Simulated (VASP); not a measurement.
# Ba3H8 (Fm-3m) in VASP: further runs, part 2 of 2

VASP 6.6.1. The steps go on from the part before.

## Step 3: Single point, PBE

This run uses another cell than the first one, of 23.04 Å³/atom.

The input, INCAR:

```
  PREC = Accurate
  ENCUT = 500
  EDIFF = 1E-6
  ISMEAR = 0
  SIGMA = 0.1
  LREAL = F
  LASPH = T
  NELM = 120
  ALGO = Normal
  ISIF = 2
  LWAVE = F
  LCHARG = F
  GGA = PE
  NBANDS = 30
  GGA_COMPAT = F
```

The input, KPOINTS:

```
Automatic mesh
0
Gamma
  8 8 8
```

The input, POSCAR:

```
Ba3H8
1.0
    0.0000000000      5.0226895405      5.0226895405
    5.0226895405      0.0000000000      5.0226895405
    5.0226895405      5.0226895405      0.0000000000
Ba H
3 8
Direct
    0.2500000000      0.2500000000      0.2500000000
    0.7500000000      0.7500000000      0.7500000000
    0.0000000000      0.0000000000      0.0000000000
    0.4414550415      0.4414550415      0.4414550415
    0.4414550415      0.4414550415      0.6756348756
    0.4414550415      0.6756348756      0.4414550415
    0.6756348756      0.4414550415      0.4414550415
    0.5585449585      0.5585449585      0.3243651244
    0.5585449585      0.5585449585      0.5585449585
    0.5585449585      0.3243651244      0.5585449585
    0.3243651244      0.5585449585      0.5585449585
```

Potentials or basis: VASP PAW PBE potentials, release 64 (Ba_sv, H).

The run is started by

```
cat potpaw_PBE.64/Ba_sv/POTCAR potpaw_PBE.64/H/POTCAR > POTCAR
mpirun -np 1 vasp_std > vasp.out
```

OUTCAR:

```text
PREC = Accurate
   ENCUT = 500
   EDIFF = 1E-6
   ISMEAR = 0
   LREAL = F
   LASPH = T
   NELM = 120
   ISIF = 2
   GGA = PE

 ion  position               nearest neighbor table
   1  0.250  0.250  0.250-   3 4.35   3 4.35   3 4.35   3 4.35
   2  0.750  0.750  0.750-   3 4.35   3 4.35   3 4.35   3 4.35
   3  0.000  0.000  0.000-   2 4.35   2 4.35   2 4.35   1 4.35   2 4.35   1 4.35   1 4.35   1 4.35

   4  0.441  0.441  0.441-
   5  0.441  0.441  0.676-
   6  0.441  0.676  0.441-
   7  0.676  0.441  0.441-
   8  0.559  0.559  0.324-
   9  0.559  0.559  0.559-
  10  0.559  0.324  0.559-
  11  0.324  0.559  0.559-

  LATTYP: Found a face centered cubic cell.
 ALAT       =    10.0453790810

  Lattice vectors:

 A1 = (   0.0000000000,   5.0226895405,   5.0226895405)
 A2 = (   5.0226895405,   0.0000000000,   5.0226895405)
 A3 = (   5.0226895405,   5.0226895405,   0.0000000000)

Analysis of symmetry for initial positions (statically):
=====================================================================
 Subroutine PRICEL returns:
 Original cell was already a primitive cell.

 Routine SETGRP: Setting up the symmetry group for a
 face centered cubic supercell.

 Subroutine GETGRP returns: Found 48 space group operations
 (whereof 48 operations were pure point group operations)
 out of a pool of 48 trial point group operations.

The static configuration has the point symmetry O_h .

Analysis of symmetry for dynamics (positions and initial velocities):
=====================================================================
 Subroutine PRICEL returns:
 Original cell was already a primitive cell.

 Routine SETGRP: Setting up the symmetry group for a
 face centered cubic supercell.

 Subroutine GETGRP returns: Found 48 space group operations
 (whereof 48 operations were pure point group operations)
 out of a pool of 48 trial point group operations.

The dynamic configuration has the point symmetry O_h .

 Subroutine INISYM returns: Found 48 space group operations
 (whereof 48 operations are pure point group operations),
 and found     1 'primitive' translations

----------------------------------------------------------------------------------------

                                     Primitive cell

  volume of cell :     253.4189

  direct lattice vectors                    reciprocal lattice vectors
     0.000000000  5.022689541  5.022689541    -0.099548259  0.099548259  0.099548259
     5.022689541  0.000000000  5.022689541     0.099548259 -0.099548259  0.099548259
     5.022689541  5.022689541  0.000000000     0.099548259  0.099548259 -0.099548259

  length of vectors
     7.103155668  7.103155668  7.103155668     0.172422643  0.172422643  0.172422643

  position of ions in fractional coordinates (direct lattice)
     0.250000000  0.250000000  0.250000000
     0.750000000  0.750000000  0.750000000
     0.000000000  0.000000000  0.000000000
     0.441455041  0.441455041  0.441455041
     0.441455041  0.441455041  0.675634876
[... 54 lines left out ...]
  0.125000  0.125000  0.000000      6.000000
[... 16 lines left out ...]
  0.500000  0.250000  0.125000     48.000000
 -0.375000  0.250000  0.125000     24.000000
 [... further k-points ...]
   k-points           NKPTS =     29   k-points in BZ     NKDIM =     29   number of bands    NBANDS=     30
   number of dos      NEDOS =    301   number of ions     NIONS =     11
   total plane-waves  NPLWV = 157464
   dimension x,y,z NGX =    54 NGY =   54 NGZ =   54
   dimension x,y,z NGXF=   108 NGYF=  108 NGZF=  108
   ions per type =               3   8
   NGX,Y,Z   is equivalent  to a cutoff of  12.64, 12.64, 12.64 a.u.
   NGXF,Y,Z  is equivalent  to a cutoff of  25.28, 25.28, 25.28 a.u.
 SYSTEM =  unknown system
   PREC   = accura    normal or accurate (medium, high low for compatibility)
   ISTART =      0    job   : 0-new  1-cont  2-samecut
   ICHARG =      2    charge: 1-file 2-atom 10-const
   ISPIN  =      1    spin polarized calculation?
   LNONCOLLINEAR =      F non collinear calculations
   LSORBIT =      F    spin-orbit coupling
   LASPH  =      T    aspherical Exc in radial PAW
   ENCUT  =  500.0 eV  36.75 Ry    6.06 a.u.  12.95 12.95 12.95*2*pi/ulx,y,z
   NELM   =    120;   NELMIN=  2; NELMDL= -5     # of ELM steps
   EDIFF  = 0.1E-05   stopping-criterion for ELM
   LREAL  =      F    real-space projection
   EDIFFG = 0.1E-04   stopping-criterion for IOM
   NSW    =      0    number of steps for IOM
   IBRION =     -1    ionic relax: 0-MD 1-quasi-New 2-CG
   NFREE  =      0    steps in history (QN), initial steepest desc. (CG)
   ISIF   =      2    stress and relaxation
   ISYM   =      2    0-nonsym 1-usesym 2-fastsym
   POTIM  = 0.5000    time-step for ionic-motion
   TEBEG  =    0.0;   TEEND  =   0.0 temperature during run
   PSTRESS=    0.0 pullay stress
   NELECT =      38.0000    total number of electrons
   NUPDOWN=      -1.0000    fix difference up-down
   EMIN   =  10.00;   EMAX   =-10.00  energy-range for DOS
   EFERMI =   0.00;   METHOD = LEGACY
   ISMEAR =     0;   SIGMA  =   0.10  broadening in eV -4-tet -1-fermi 0-gaus
   EFERMI_NEDOS =   21; number of points for ismear=-14 and -15
   IALGO  =     38    algorithm
   IMIX   =      4    mixing-type and parameters
     AMIX     =   0.40;   BMIX     =  1.00
     AMIX_MAG =   1.60;   BMIX_MAG =  1.00
  volume/ion in A,a.u.               =      23.04       155.47
  Fermi-wavevector in a.u.,A,eV,Ry     =   0.869741  1.643571 10.292107  0.756449
  Thomas-Fermi vector in A             =   1.988606
   LORBIT       =      0    0 simple, 1 ext, 2 COOP (PROOUT), +10 PAW based schemes
   GGA     = PE    functional components
   LHFCALC =     F    Hartree Fock is set to
   AEXX    =    0.0000 exact exchange contribution
   IVDW    =     0    specifies the selected vdW correction
   LEPSILON=     F    determine dielectric tensor
   LRPA    =     F    only Hartree local field effects (RPA)
 non-spin polarized calculation
 Gauss-broadening in eV      SIGMA  =   0.10
  energy-cutoff  :      500.00
  volume of cell :      253.42
 maximum number of plane-waves:      6476
 NGX is ok and might be reduce to    54
   NGX = 25   NGY = 25   NGZ = 25

 number of electron      38.0000000 magnetization

 Free energy of the ion-electron system (eV)
  ---------------------------------------------------
  ext. energy  EPLUGINS =         0.00000000
  ---------------------------------------------------
  free energy    TOTEN  =       -25.47123690 eV

  energy without entropy =      -25.44838022  energy(sigma->0) =      -25.45980856

 E-fermi :   1.4436     XC(G=0):  -7.2130

 val. band max:        1.4370446329   @ k =   0.5000   0.1250   0.0000
 cond. band min:       1.4504886591   @ k =   0.3750   0.1250   0.0000
 fundamental gap:      0.0134440262
 Fermi energy:         1.4436374086

 k-point     1 :       0.0000    0.0000    0.0000
  band No.  band energies     occupation
      1     -27.9045      2.00000
      2     -27.8799      2.00000
      3     -27.8475      2.00000
      4     -13.1426      2.00000
      5     -13.1426      2.00000
      6     -13.1426      2.00000
[... 781 lines left out ...]
     29       3.8035      0.00000
     30       3.8320      0.00000

 [... further k-points ...]

------------------------ aborting loop because EDIFF is reached ----------------------------------------

  FORCE on cell =-STRESS in cart. coord.  units (eV):
  Direction    XX          YY          ZZ          XY          YZ          ZX
  --------------------------------------------------------------------------------------
  -------------------------------------------------------------------------------------
  Total       -0.0040202     -0.0040202     -0.0040202     -0.0000000      0.0000000     -0.0000000
  in kB       -0.0254165     -0.0254165     -0.0254165     -0.0000000      0.0000000     -0.0000000
  external PRESSURE =      -0.0254165 kB  Pullay stress =       0.0000000 kB

 VOLUME and BASIS-vectors are now :
 -----------------------------------------------------------------------------
  energy-cutoff  :      500.00
  volume of cell :      253.42
      direct lattice vectors                 reciprocal lattice vectors
     0.000000000  5.022689541  5.022689541    -0.099548259  0.099548259  0.099548259
     5.022689541  0.000000000  5.022689541     0.099548259 -0.099548259  0.099548259
     5.022689541  5.022689541  0.000000000     0.099548259  0.099548259 -0.099548259

 POSITION                                       TOTAL-FORCE (eV/Angst)
 -----------------------------------------------------------------------------------
      2.51134      2.51134      2.51134         0.000000     -0.000000      0.000000
      7.53403      7.53403      7.53403         0.000000     -0.000000     -0.000000
      0.00000      0.00000      0.00000         0.000000     -0.000000      0.000000
      4.43458      4.43458      4.43458         0.000118      0.000118      0.000118
      5.61080      5.61080      4.43458        -0.000118     -0.000118      0.000118
      5.61080      4.43458      5.61080        -0.000118      0.000118     -0.000118
      4.43458      5.61080      5.61080         0.000118     -0.000118     -0.000118
      4.43458      4.43458      5.61080         0.000118      0.000118     -0.000118
      5.61080      5.61080      5.61080        -0.000118     -0.000118     -0.000118
      4.43458      5.61080      4.43458         0.000118     -0.000118      0.000118
      5.61080      4.43458      4.43458        -0.000118      0.000118      0.000118
 -----------------------------------------------------------------------------------
    total drift:                                0.000000      0.000000      0.000000

  FREE ENERGIE OF THE ION-ELECTRON SYSTEM (eV)
  ---------------------------------------------------
  free  energy   TOTEN  =       -25.4712369010 eV

  energy  without entropy=      -25.4483802178  energy(sigma->0) =      -25.45980856
```

It took 3.5 min on 1 thread of Intel Xeon 6975P-C (Granite Rapids), shared host; peak memory 0.48 GiB.

Results:

| Item | Value |
| --- | --- |
| Free energy | -25.4712 eV |
| Pressure | 0.0 GPa |
| Band gap on the k mesh | zero (bands 19 and 20 overlap by 0.36 eV) |

Caveat: spin-orbit coupling is left out, which moves the levels of the heavy elements.

## Step 4: Relaxation of cell and atoms, PBE

This run uses another cell than the first one, of 21.74 Å³/atom.

The input, INCAR:

```
SYSTEM = Ba3H8
ALGO = Normal
EDIFF = 1E-7
EDIFFG = -0.01
ENCUT = 500
GGA = PE
GGA_COMPAT = .FALSE.
IBRION = 2
ISIF = 3
ISMEAR = 0
LASPH = .TRUE.
LCHARG = .FALSE.
LREAL = .FALSE.
LWAVE = .FALSE.
NELM = 120
NELMIN = 4
NSW = 100
PREC = Accurate
SIGMA = 0.1
```

The input, KPOINTS:

```
k-points
0
G
  8 8 8
  0 0 0
```

The input, POSCAR:

```
Ba3H8
1.0
    0.0000000000      4.9266525020      4.9266525020
    4.9266525020      0.0000000000      4.9266525020
    4.9266525020      4.9266525020      0.0000000000
Ba H
3 8
Direct
    0.2500000000      0.2500000000      0.2500000000
    0.7500000000      0.7500000000      0.7500000000
    0.0000000000      0.0000000000      0.0000000000
    0.4401173625      0.4401173625      0.4401173625
    0.4401173625      0.4401173625      0.6796479126
    0.4401173625      0.6796479126      0.4401173625
    0.6796479126      0.4401173625      0.4401173625
    0.5598826375      0.5598826375      0.3203520874
    0.5598826375      0.5598826375      0.5598826375
    0.5598826375      0.3203520874      0.5598826375
    0.3203520874      0.5598826375      0.5598826375
```

Potentials or basis: VASP PAW PBE potentials, release 64 (Ba_sv, H).

The run is started by

```
cat potpaw_PBE.64/Ba_sv/POTCAR potpaw_PBE.64/H/POTCAR > POTCAR
mpirun -np 1 vasp_std > vasp.out
```

OUTCAR:

```text
SYSTEM = Ba3H8
   EDIFF = 1E-7
   EDIFFG = -0.01
   ENCUT = 500
   GGA = PE
   IBRION = 2
   ISIF = 3
   ISMEAR = 0
   LASPH = .TRUE.
   LREAL = .FALSE.
   NELM = 120
   NELMIN = 4
   NSW = 100
   PREC = Accurate

 ion  position               nearest neighbor table
   1  0.250  0.250  0.250-   3 4.27   3 4.27   3 4.27   3 4.27
   2  0.750  0.750  0.750-   3 4.27   3 4.27   3 4.27   3 4.27
   3  0.000  0.000  0.000-   2 4.27   2 4.27   2 4.27   1 4.27   2 4.27   1 4.27   1 4.27   1 4.27

   4  0.440  0.440  0.440-
   5  0.440  0.440  0.680-
   6  0.440  0.680  0.440-
   7  0.680  0.440  0.440-
   8  0.560  0.560  0.320-
   9  0.560  0.560  0.560-
  10  0.560  0.320  0.560-
  11  0.320  0.560  0.560-

[... 477 lines left out ...]
  ext. energy  EPLUGINS =         0.00000000
  ---------------------------------------------------
  free energy    TOTEN  =       -25.46392155 eV

  energy without entropy =      -25.44122067  energy(sigma->0) =      -25.45257111

 E-fermi :   1.4618     XC(G=0):  -7.2313

 val. band max:        1.4573866183   @ k =   0.5000   0.1250   0.0000
 cond. band min:       1.4712678350   @ k =   0.3750   0.1250   0.0000
 fundamental gap:      0.0138812167
 Fermi energy:         1.4618379332

 k-point     1 :       0.0000    0.0000    0.0000
  band No.  band energies     occupation
      1     -27.8765      2.00000
      2     -27.8499      2.00000
      3     -27.8198      2.00000
      4     -13.1179      2.00000
      5     -13.1179      2.00000
      6     -13.1179      2.00000
[... 661 lines left out ...]
     24       2.3034      0.00000
     25       2.3804      0.00000

 [... further k-points ...]

------------------------ aborting loop because EDIFF is reached ----------------------------------------

  FORCE on cell =-STRESS in cart. coord.  units (eV):
  Direction    XX          YY          ZZ          XY          YZ          ZX
  --------------------------------------------------------------------------------------
  -------------------------------------------------------------------------------------
  Total        0.0374825      0.0374825      0.0374825      0.0000000     -0.0000000     -0.0000000
  in kB        0.2383202      0.2383202      0.2383202      0.0000000     -0.0000000     -0.0000000
  external PRESSURE =       0.2383202 kB  Pullay stress =       0.0000000 kB
[... 26 lines left out ...]
  FREE ENERGIE OF THE ION-ELECTRON SYSTEM (eV)
  ---------------------------------------------------
  free  energy   TOTEN  =       -25.4639215545 eV

  energy  without entropy=      -25.4412206666  energy(sigma->0) =      -25.45257111

 reached required accuracy - stopping structural energy minimisation
```

OSZICAR:

```text
N       E                     dE             d eps       ncg     rms          rms(c)
DAV:   1     0.253980962951E+03    0.25398E+03   -0.14905E+04  1450   0.120E+03
DAV:   2    -0.590937717180E+01   -0.25989E+03   -0.25638E+03  2184   0.228E+02
DAV:   3    -0.256689260178E+02   -0.19760E+02   -0.19630E+02  2006   0.677E+01
[... 79 lines left out ...]
DAV:   5    -0.254639103353E+02   -0.40105E-03   -0.27384E-04  1904   0.866E-02    0.155E-02
DAV:   6    -0.254639255869E+02   -0.15252E-04   -0.35329E-05  1844   0.312E-02    0.724E-03
DAV:   7    -0.254639220484E+02    0.35384E-05   -0.86282E-06  1902   0.127E-02    0.159E-03
DAV:   8    -0.254639215583E+02    0.49010E-06   -0.76665E-07  2078   0.359E-03    0.646E-04
DAV:   9    -0.254639215545E+02    0.38658E-08   -0.68255E-08  1270   0.174E-03
   7 F= -.25463922E+02 E0= -.25452571E+02  d E =-.758127E-02
```

Wall time 18 min (1 thread of Intel Xeon 6975P-C (Granite Rapids), shared host); peak memory 0.52 GiB.

What came out:

```
Free energy                           : -25.4639 eV
Relaxed volume                        : 22.91 Å³/atom
Relaxed cell                          : a = 7.090 Å, b = 7.090 Å, c = 7.090 Å, α = 60.00°, β = 60.00°, γ = 60.00°
Space group after relaxing (to 0.1 Å) : Fm-3m (No. 225)
Energy gained by relaxing             : 1.1 meV/atom
Ionic steps                           : 7
Pressure after relaxing               : 0.0 GPa
Largest force after relaxing          : 0.007 eV/Å
Band gap on the k mesh                : zero (bands 19 and 20 overlap by 0.36 eV)
```

Forces in eV/Å, atoms in the order of the input:
```
Ba   0.000  0.000  0.000
Ba   0.000  0.000  0.000
Ba   0.000  0.000  0.000
H   -0.004 -0.004 -0.004
H    0.004  0.004 -0.004
H    0.004 -0.004  0.004
H   -0.004  0.004  0.004
H   -0.004 -0.004  0.004
H    0.004  0.004  0.004
H   -0.004  0.004 -0.004
H    0.004 -0.004 -0.004
```

Step by step:
| step | energy change (eV) | largest force (eV/Å) | pressure (GPa) | volume (Å³) |
| --- | --- | --- | --- | --- |
| 1 | 0.0000 | 0.0195 | 0.34 | 239.16 |
| 2 | -0.0029 | 0.0143 | 0.22 | 240.77 |
| 3 | -0.0045 | 0.0633 | 0.05 | 243.17 |
| 4 | -0.0064 | 0.0545 | 0.04 | 244.43 |
| 5 | -0.0106 | 0.0257 | 0.03 | 248.23 |
| 6 | -0.0106 | 0.0421 | 0.02 | 255.95 |
| 7 | -0.0120 | 0.0066 | 0.02 | 251.99 |

Final structure:
```
Ba H
1.0
     0.00000    5.01321    5.01321
     5.01321    0.00000    5.01321
     5.01321    5.01321    0.00000
Ba H
3 8
Cartesian
  2.5066 2.5066 2.5066
  7.5198 7.5198 7.5198
  0.0000 0.0000 0.0000
  4.4253 4.4253 4.4253
  5.6011 5.6011 4.4253
  5.6011 4.4253 5.6011
  4.4253 5.6011 5.6011
  4.4253 4.4253 5.6011
  5.6011 5.6011 5.6011
  4.4253 5.6011 4.4253
  5.6011 4.4253 4.4253
```

Caveat: spin-orbit coupling is left out, which moves the levels of the heavy elements.

## Step 5: Summary

```tsv
task	cell	k mesh	gap on the mesh (eV)	pressure (GPa)	relaxed volume (Å³/atom)	largest force (eV/Å)
relaxation of cell and atoms	relaxed from a = 6.234 Å, angles 60.0°, 11 atoms, atomic positions A	4 × 4 × 4	none	0.2	21.87	0.04
single point	a = 7.103 Å, angles 60.0°, 11 atoms, atomic positions B	8 × 8 × 8	none	0.0	-	-
relaxation of cell and atoms	relaxed from a = 6.967 Å, angles 60.0°, 11 atoms, atomic positions C	8 × 8 × 8	none	0.0	22.91	0.01
```

Alike in all rows: level PBE; potentials or basis VASP PAW PBE potentials, release 64 (Ba_sv, H); no spin polarisation; cutoff (eV) 500; smearing gaussian 0.1 eV.

Caveats: spin-orbit coupling is left out, which moves the levels of the heavy elements; the volume moved by over 15 % at a fixed basis, so the end points are rough (at least some runs).

Total energies depend on the potentials used, so only differences within one code and one set of settings carry meaning.
